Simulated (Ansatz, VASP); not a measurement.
La in VASP and in Ansatz

INCAR

```
PREC = Accurate
ENCUT = 600
EDIFF = 1E-6
ISMEAR = -1
SIGMA = 0.08
LREAL = False
LASPH = True
NELM = 60
ALGO = Normal
ISIF = 3
LWAVE = False
LCHARG = False
GGA = PE
IBRION = 2
NSW = 60
EDIFFG = -0.005
```

File KPOINTS:

```
regular mesh
0
Gamma
  13 13 7
```

POSCAR

```
La
1.0
    3.7612476874      0.0000000000      0.0000000000
   -1.8806238437      3.2573360472      0.0000000000
    0.0000000000      0.0000000000      6.0932212535
La
2
Direct
    0.3333333333      0.6666666667      0.2500000000
    0.6666666667      0.3333333333      0.7500000000
```

Input for Ansatz:

```yaml
crystal:
  lattice:
    - [3.7612476874, 0.0, 0.0]
    - [-1.8806238437, 3.2573360472, 0.0]
    - [0.0, 0.0, 6.0932212535]
  atoms:
    - { symbol: La, position: [0.3333333333, 0.6666666667, 0.25] }
    - { symbol: La, position: [0.6666666667, 0.3333333333, 0.75] }
kpoints:
  mp_grid: { grid: [13, 13, 7] }
scf:
  occupations: { method: fermi_dirac, width: 0.08 }
hamiltonian:
  xc: pbe
  pseudopotentials: { kind: paw }
output:
  forces: true
  stress: true
  write_density: true
  write_potential: true
  elf: true
  volumetric_format: npy
relax:
  f_tol: 0.005
  max_steps: 40
  cell: {}
```

Alike in both runs: task relaxation of cell and atoms; functional PBE; k mesh 13 × 13 × 7; occupations fermi-dirac, width 0.08 eV; no spin polarisation.

|  | VASP | Ansatz |
| --- | --- | --- |
| version | VASP 6.6.1 | Ansatz 0.2.0 |
| potentials or method | VASP PAW PBE potentials, release 64 (La) | PAW with Ansatz's default frozen-core files, scalar-relativistic |
| plane-wave cutoff (eV) | 600 | 420 |
| valence electrons in the cell | 22 | 22 |

```tsv
	VASP	Ansatz	Ansatz less VASP
relaxed volume (Å³/atom)	37.77	37.68	-0.086
relaxed cell length with the largest relative difference (Å)	6.110	6.101	-0.0083
```

Neither program's run includes spin-orbit coupling.
